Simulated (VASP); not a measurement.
Input of a VASP 6.6.1 run:

INCAR

```
PREC = Accurate
ENCUT = 520
EDIFF = 1E-6
ISMEAR = -1
SIGMA = 0.08
LREAL = False
LASPH = True
NELM = 150
ALGO = Normal
ISIF = 2
LWAVE = False
LCHARG = False
ISPIN = 2
MAGMOM = 1.7 1.7
LORBIT = 11
LMAXMIX = 4
GGA = CA
NBANDS = 20
```

KPOINTS

```
Automatic mesh
0
Gamma
  19 19 10
```

POSCAR

```
Co
1.0
    2.3565168074      0.0000000000      0.0000000000
   -1.1782584037      2.0408034197      0.0000000000
    0.0000000000      0.0000000000      3.7980820753
Co
2
Direct
    0.3333333333      0.6666666667      0.2500000000
    0.6666666667      0.3333333333      0.7500000000
```

Potentials or basis: VASP PAW LDA potentials, release 64 (Co).

The run is started by

```console
$ cat potpaw_LDA.64/Co/POTCAR > POTCAR
$ mpirun -np 1 vasp_std > vasp.out
```

(1) What does it give for the site moments?

(2) What does it give for the pressure?

(3) Estimate the net moment.

Answers

(1) Co +1.17 μB.

(2) 25.8 GPa.

(3) 2.38 μB per cell.
